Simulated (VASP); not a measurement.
# RbSi6 (Im-3m) in VASP: further runs, part 2 of 2

VASP 6.6.1.

## 3. Single point, PBE (volume scaled by 0.97)

File INCAR:

```
SYSTEM = RbSi6
PREC = Accurate
ENCUT = 520
EDIFF = 1E-6
ISMEAR = 0
SIGMA = 0.1
LREAL = .False.
LASPH = .True.
NELM = 80
ALGO = Normal
ISIF = 2
LWAVE = .False.
LCHARG = .False.
GGA = PE
NBANDS = 26
```

File KPOINTS:

```
regular mesh
0
Gamma
  8 8 8
  0 0 0
```

File POSCAR:

```
RbSi6
1.0
   -3.3674836501      3.3674836501      3.3674836501
    3.3674836501     -3.3674836501      3.3674836501
    3.3674836501      3.3674836501     -3.3674836501
Rb Si
1 6
Direct
    0.0000000000      0.0000000000      0.0000000000
    0.7500000000      0.2500000000      0.5000000000
    0.2500000000      0.7500000000      0.5000000000
    0.5000000000      0.2500000000      0.7500000000
    0.7500000000      0.5000000000      0.2500000000
    0.5000000000      0.7500000000      0.2500000000
    0.2500000000      0.5000000000      0.7500000000
```

Potentials or basis: VASP PAW PBE potentials, release 64 (Rb_sv, Si).

Launch:

```
cat potpaw_PBE.64/Rb_sv/POTCAR potpaw_PBE.64/Si/POTCAR > POTCAR
mpirun -np 1 vasp_std > vasp.out
```

OUTCAR:

```text
SYSTEM = RbSi6
   PREC = Accurate
   ENCUT = 520
   EDIFF = 1E-6
   ISMEAR = 0
   LREAL = .False.
   LASPH = .True.
   NELM = 80
   ISIF = 2
   GGA = PE

 ion  position               nearest neighbor table
   1  0.000  0.000  0.000-   2 3.76   3 3.76   2 3.76   3 3.76   4 3.76   7 3.76   2 3.76   3 3.76
                             4 3.76   5 3.76   6 3.76   7 3.76   2 3.76   3 3.76   5 3.76   7 3.76
   2  0.750  0.250  0.500-   7 2.38   6 2.38   4 2.38   5 2.38   1 3.76   1 3.76   1 3.76   1 3.76

   3  0.250  0.750  0.500-   4 2.38   5 2.38   7 2.38   6 2.38   1 3.76   1 3.76   1 3.76   1 3.76

   4  0.500  0.250  0.750-   3 2.38   5 2.38   7 2.38   2 2.38   1 3.76   1 3.76   1 3.76   1 3.76

   5  0.750  0.500  0.250-   3 2.38   2 2.38   6 2.38   4 2.38   1 3.76   1 3.76   1 3.76   1 3.76

   6  0.500  0.750  0.250-   2 2.38   3 2.38   5 2.38   7 2.38   1 3.76   1 3.76   1 3.76   1 3.76

   7  0.250  0.500  0.750-   2 2.38   4 2.38   6 2.38   3 2.38   1 3.76   1 3.76   1 3.76   1 3.76

  LATTYP: Found a body centered cubic cell.
 ALAT       =     6.7349673002

  Lattice vectors:

 A1 = (  -3.3674836501,   3.3674836501,   3.3674836501)
 A2 = (   3.3674836501,  -3.3674836501,   3.3674836501)
 A3 = (   3.3674836501,   3.3674836501,  -3.3674836501)

Analysis of symmetry for initial positions (statically):
=====================================================================
 Subroutine PRICEL returns:
 Original cell was already a primitive cell.

 Routine SETGRP: Setting up the symmetry group for a
 body centered cubic supercell.

 Subroutine GETGRP returns: Found 48 space group operations
 (whereof 48 operations were pure point group operations)
 out of a pool of 48 trial point group operations.

The static configuration has the point symmetry O_h .

Analysis of symmetry for dynamics (positions and initial velocities):
=====================================================================
 Subroutine PRICEL returns:
 Original cell was already a primitive cell.
[... 142 lines left out ...]
   LORBIT       =      0    0 simple, 1 ext, 2 COOP (PROOUT), +10 PAW based schemes
   GGA     = PE    functional components
   LHFCALC =     F    Hartree Fock is set to
   AEXX    =    0.0000 exact exchange contribution
   IVDW    =     0    specifies the selected vdW correction
   LEPSILON=     F    determine dielectric tensor
   LRPA    =     F    only Hartree local field effects (RPA)
 non-spin polarized calculation
 Gauss-broadening in eV      SIGMA  =   0.10
  energy-cutoff  :      520.00
  volume of cell :      152.75
 maximum number of plane-waves:      4141
 NGX is ok and might be reduce to    48
   NGX = 21   NGY = 21   NGZ = 21

 number of electron      33.0000001 magnetization

 Free energy of the ion-electron system (eV)
  ---------------------------------------------------
  ext. energy  EPLUGINS =         0.00000000
  ---------------------------------------------------
  free energy    TOTEN  =       -33.28667474 eV

  energy without entropy =      -33.27556703  energy(sigma->0) =      -33.28112089

 E-fermi :   5.6315     XC(G=0):  -9.2570

 val. band max:        5.5519632992   @ k =   0.5000   0.0000   0.0000
 cond. band min:       5.6422726634   @ k =   0.3750   0.0000   0.0000
 fundamental gap:      0.0903093642
 Fermi energy:         5.6315427658

 k-point     1 :       0.0000    0.0000    0.0000
  band No.  band energies     occupation
      1     -22.1292      2.00000
      2      -6.6270      2.00000
      3      -6.3034      2.00000
      4      -6.3034      2.00000
      5      -6.3034      2.00000
      6      -2.1196      2.00000
[... 685 lines left out ...]
     25       9.4395      0.00000
     26       9.7120      0.00000

 [... further k-points ...]

------------------------ aborting loop because EDIFF is reached ----------------------------------------

  FORCE on cell =-STRESS in cart. coord.  units (eV):
  Direction    XX          YY          ZZ          XY          YZ          ZX
  --------------------------------------------------------------------------------------
  -------------------------------------------------------------------------------------
  Total        2.0157314      2.0157314      2.0157314      0.0000000     -0.0000000      0.0000000
  in kB       21.1430078     21.1430078     21.1430078      0.0000000     -0.0000000      0.0000000
  external PRESSURE =      21.1430078 kB  Pullay stress =       0.0000000 kB

 VOLUME and BASIS-vectors are now :
 -----------------------------------------------------------------------------
  energy-cutoff  :      520.00
  volume of cell :      152.75
      direct lattice vectors                 reciprocal lattice vectors
    -3.367483650  3.367483650  3.367483650     0.000000000  0.148478820  0.148478820
     3.367483650 -3.367483650  3.367483650     0.148478820  0.000000000  0.148478820
     3.367483650  3.367483650 -3.367483650     0.148478820  0.148478820  0.000000000

 POSITION                                       TOTAL-FORCE (eV/Angst)
 -----------------------------------------------------------------------------------
      0.00000      0.00000      0.00000        -0.000000     -0.000000     -0.000000
      0.00000      3.36748      1.68374         0.000000     -0.000000     -0.000000
      3.36748      0.00000      1.68374        -0.000000      0.000000     -0.000000
      1.68374      3.36748      0.00000        -0.000000     -0.000000     -0.000000
      0.00000      1.68374      3.36748        -0.000000     -0.000000      0.000000
      1.68374      0.00000      3.36748        -0.000000      0.000000      0.000000
      3.36748      1.68374      0.00000         0.000000     -0.000000     -0.000000
 -----------------------------------------------------------------------------------
    total drift:                               -0.000000     -0.000000     -0.000000

  FREE ENERGIE OF THE ION-ELECTRON SYSTEM (eV)
  ---------------------------------------------------
  free  energy   TOTEN  =       -33.2866747389 eV

  energy  without entropy=      -33.2755670324  energy(sigma->0) =      -33.28112089
```

stdout:

```text
POSCAR found type information on POSCAR RbSi
 POSCAR found :  2 types and       7 ions
 scaLAPACK will be used
 LDA part: xc-table for (Slater+PW92), standard interpolation
 POSCAR, INCAR and KPOINTS ok, starting setup
 FFT: planning ... GRIDC
 FFT: planning ... GRID_SOFT
 FFT: planning ... GRID
 WAVECAR not read
 entering main loop
```

It took 1.8 min on 1 thread of AMD EPYC 9R45 (Zen 5), shared host; peak memory 0.33 GiB.

What came out:

| Property | Result |
| --- | --- |
| Free energy | -33.2867 eV |
| Pressure | 2.1 GPa |

Caveat: the cell differs from its parent crystal (volume scaled by 0.97).

## 4. Single point, PBE

This run uses another cell than the first one, of 22.50 Å³/atom, 1.064 times its volume.

File INCAR:

```
SYSTEM = RbSi6
  PREC = Accurate
  ENCUT = 520
  EDIFF = 1E-7
  ISMEAR = 0
  SIGMA = 0.1
  LREAL = .False.
  LASPH = .True.
  NELM = 60
  ALGO = Normal
  ISIF = 2
  LWAVE = .False.
  LCHARG = .True.
  GGA = PE
  LELF = .True.
  LVHAR = .True.
  NBANDS = 26
```

KPOINTS is that of step 3.

Changes to POSCAR since step 3:

```diff
@@ -2,5 +2,5 @@
 1.0
-   -3.3674836501      3.3674836501      3.3674836501
-    3.3674836501     -3.3674836501      3.3674836501
-    3.3674836501      3.3674836501     -3.3674836501
+   -3.4018481016      3.4018481016      3.4018481016
+    3.4018481016     -3.4018481016      3.4018481016
+    3.4018481016      3.4018481016     -3.4018481016
 Rb Si
```

Launch:

```
cat potpaw_PBE.64/Rb_sv/POTCAR potpaw_PBE.64/Si/POTCAR > POTCAR
mpirun -np 1 vasp_std > vasp.out
```

Run time: 2 min. Hardware: 1 thread of AMD EPYC 9R45 (Zen 5), shared host; peak memory 0.33 GiB.

It converged, with:

```yaml
Free_energy: -33.3168 eV
Pressure: 0.0 GPa
```

Levels at points of the mesh, in eV from the Fermi level:
```csv
k point,band 12,band 13,band 14,band 15,band 16,band 17,band 18,band 19,band 20,band 21
"(0.00, 0.00, 0.00)",-3.59,-3.59,-2.60,-2.60,-2.60,1.48,1.48,1.48,1.62,1.62
"(0.50, 0.00, 0.00)",-4.07,-3.70,-2.66,-1.95,-1.31,-0.06,1.41,1.54,1.79,2.10
"(0.50, 0.50, 0.50)",-2.53,-2.53,-0.60,-0.60,-0.60,-0.29,-0.29,-0.29,1.97,2.18
```

## 5. Single point, PBE

This run uses another cell than the first one, of 22.51 Å³/atom, 1.064 times its volume.

File INCAR:

```
SYSTEM = RbSi6
  ALGO = Normal
  EDIFF = 1E-6
  ENCUT = 520
  GGA = PE
  ISIF = 2
  ISMEAR = -1
  LASPH = .TRUE.
  LCHARG = .FALSE.
  LREAL = .FALSE.
  LWAVE = .FALSE.
  NBANDS = 26
  NELM = 100
  PREC = Accurate
  SIGMA = 0.15
```

File KPOINTS:

```
k-points
0
G
  8 8 8
  0 0 0
```

Changes to POSCAR since step 4:

```diff
@@ -2,5 +2,5 @@
 1.0
-   -3.4018481016      3.4018481016      3.4018481016
-    3.4018481016     -3.4018481016      3.4018481016
-    3.4018481016      3.4018481016     -3.4018481016
+   -3.4025028430      3.4025028430      3.4025028430
+    3.4025028430     -3.4025028430      3.4025028430
+    3.4025028430      3.4025028430     -3.4025028430
 Rb Si
```

Launch:

```
cat potpaw_PBE.64/Rb_sv/POTCAR potpaw_PBE.64/Si/POTCAR > POTCAR
mpirun -np 1 vasp_std > vasp.out
```

Wall time 5.1 min (1 thread of AMD EPYC, shared host); peak memory 0.33 GiB.

It converged, with:

| Quantity | Value |
| --- | --- |
| Free energy | -33.3873 eV |
| Pressure | 0.0 GPa |

Levels at points of the mesh, in eV from the Fermi level:
```
           k point  band 14  band 15  band 16  band 17  band 18  band 19
(0.00, 0.00, 0.00)    -2.58    -2.58    -2.58     1.50     1.50     1.50
(0.50, 0.00, 0.00)    -2.65    -1.93    -1.30    -0.04     1.42     1.55
(0.50, 0.50, 0.50)    -0.58    -0.58    -0.58    -0.27    -0.27    -0.27
```

## 6. Single point, PBE (volume scaled by 1.03)

File INCAR:

```
SYSTEM = RbSi6
PREC     = Accurate       ! precision mode
ENCUT    = 520            ! plane-wave cutoff, eV
EDIFF    = 1E-6           ! SCF threshold, eV
ISMEAR   = 0              ! smearing method
SIGMA    = 0.1            ! smearing width, eV
LREAL    = .FALSE.        ! projectors in reciprocal space
LASPH    = .TRUE.         ! aspherical terms in the spheres
NELM     = 100            ! most SCF steps
ALGO     = Normal         ! electronic algorithm
ISIF     = 2              ! what is computed and relaxed
LWAVE    = .FALSE.        ! write WAVECAR
LCHARG   = .FALSE.        ! write CHGCAR
GGA      = PE             ! functional
NBANDS   = 26             ! bands
```

File KPOINTS:

```
Automatic mesh
0
G
  8 8 8
  0 0 0
```

Changes to POSCAR since step 5:

```diff
@@ -2,5 +2,5 @@
 1.0
-   -3.4025028430      3.4025028430      3.4025028430
-    3.4025028430     -3.4025028430      3.4025028430
-    3.4025028430      3.4025028430     -3.4025028430
+   -3.4355319566      3.4355319566      3.4355319566
+    3.4355319566     -3.4355319566      3.4355319566
+    3.4355319566      3.4355319566     -3.4355319566
 Rb Si
```

Potentials or basis: VASP PAW PBE potentials, release 64 (Rb_sv, Si).

Launch:

```
cat potpaw_PBE.64/Rb_sv/POTCAR potpaw_PBE.64/Si/POTCAR > POTCAR
mpirun -np 1 vasp_std > vasp.out
```

It took 4.7 min on 1 thread of AMD EPYC, shared host; peak memory 0.33 GiB.

The run converged. Its results:

```yaml
Free_energy: -33.2885 eV
Pressure: -1.8 GPa
```

Levels at points of the mesh, in eV from the Fermi level:
```csv
k point,band 14,band 15,band 16,band 17,band 18,band 19
"(0.00, 0.00, 0.00)",-2.55,-2.55,-2.55,1.46,1.46,1.46
"(0.50, 0.00, 0.00)",-2.61,-1.92,-1.31,-0.04,1.39,1.52
"(0.50, 0.50, 0.50)",-0.62,-0.62,-0.62,-0.30,-0.30,-0.30
```

Caveat: the cell differs from its parent crystal (volume scaled by 1.03).

## 7. Summary

```csv
cell,smearing,gap on the mesh (eV),pressure (GPa)
"a = 5.772 Å, angles 109.5°, 7 atoms",gaussian 0.1 eV,none,4.6
"a = 5.833 Å, angles 109.5°, 7 atoms",gaussian 0.1 eV,none,2.1
"a = 5.892 Å, angles 109.5°, 7 atoms",gaussian 0.1 eV,none,0.0
"a = 5.893 Å, angles 109.5°, 7 atoms",fermi-dirac 0.15 eV,none,0.0
"a = 5.951 Å, angles 109.5°, 7 atoms",gaussian 0.1 eV,none,-1.8
```

Alike in all rows: task single point; level PBE; potentials or basis VASP PAW PBE potentials, release 64 (Rb_sv, Si); no spin polarisation; k mesh 8 × 8 × 8; cutoff (eV) 520.

Absolute energies hang on the potentials; compare differences alone.
